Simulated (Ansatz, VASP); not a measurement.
# One calculation of Co, two programs

```
CELL_PARAMETERS angstrom
2.47056 0.00000 0.00000
-1.23528 2.13957 0.00000
0.00000 0.00000 8.08823
ATOMIC_POSITIONS crystal
Co 0.00000 0.00000 0.00000
Co 0.33333 0.66667 0.25000
Co 0.00000 0.00000 0.50000
Co 0.66667 0.33333 0.75000
```

Alike in both runs: task single point; functional PBE; k mesh 10 × 10 × 3; occupations fermi-dirac, width 0.15 eV; collinear spin.

|  | VASP | Ansatz |
| --- | --- | --- |
| version | VASP 6.6.1 | Ansatz 0.2.0 |
| potentials or method | VASP PAW PBE potentials, release 64 (Co) | plane waves, PAW |
| plane-wave cutoff (eV) | 600 | 420 |
| valence electrons in the cell | 36 | 68 |

Ansatz gave:

| Item | Value |
| --- | --- |
| pressure (GPa) | 4.9 |
| traceless stress, the component that is largest in VASP (GPa) | -1.88 |
| net moment per atom (μB) | 1.63 |
| size of the moment on the site where the two differ most (μB) | 1.70 |

Question: Estimate VASP's values.

Answer: Pressure (GPa): 3.9; traceless stress, the component that is largest in VASP (GPa): -1.89; net moment per atom (μB): 1.62; size of the moment on the site where the two differ most (μB): 1.64.

Site moments also hang on the region over which each program counts them. With one functional, cell and mesh, what is left measures potentials, basis and numerics. VASP's potentials hold 36 valence electrons a cell and Ansatz's 68, so a difference there can come from the potentials and not from the codes.
